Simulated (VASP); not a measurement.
Wanted: the native input for a VASP 6.6.1 run.

- Task: single point
- Functional: PBEsol
- Potentials or basis: VASP PAW PBE potentials, release 64 (Y_sv, Sn_d)
- Cutoff: 520 eV
- k mesh: 10 × 10 × 10
- Occupations: gaussian, width 0.1 eV
- Spin: no spin polarisation
- Dipole correction: no
- Further INCAR settings: ALGO = Normal; EDIFF = 1e-07; NBANDS = 32

The structure of Y3Sn lies in POSCAR:

```
Y3Sn
1.0
    0.0000000000      3.7471383625      3.7471383625
    3.7471383625      0.0000000000      3.7471383625
    3.7471383625      3.7471383625      0.0000000000
Y Sn
3 1
Direct
    0.0000000000      0.0000000000      0.0000000000
    0.2500000000      0.2500000000      0.2500000000
    0.7500000000      0.7500000000      0.7500000000
    0.5000000000      0.5000000000      0.5000000000
```

This cell differs from its parent crystal: strained.

The input as run:

INCAR

```
PREC = Accurate
ENCUT = 520
EDIFF = 1E-7
ISMEAR = 0
SIGMA = 0.1
LREAL = F
LASPH = T
NELM = 100
ALGO = Normal
ISIF = 2
LWAVE = F
LCHARG = T
GGA = PS
LELF = T
LVHAR = T
NBANDS = 32
```

KPOINTS

```
regular mesh
0
Gamma
  10 10 10
```

Potentials or basis: VASP PAW PBE potentials, release 64 (Y_sv, Sn_d).

Command:

```bash
$ cat potpaw_PBE.64/Y_sv/POTCAR potpaw_PBE.64/Sn_d/POTCAR > POTCAR
$ mpirun -np 1 vasp_std > vasp.out
```

It gave:

```
Pressure : 1.2 GPa
```

Caveat: the cell differs from its parent crystal (strained); the PAW data sets were made with another functional, which shifts forces and pressure a little.

It took 2.8 min on 1 thread of Intel(R) Xeon(R) Platinum 8259CL CPU @ 2.50GHz (Skylake/Cascade Lake) (shared host), peak memory 0.34 GiB.
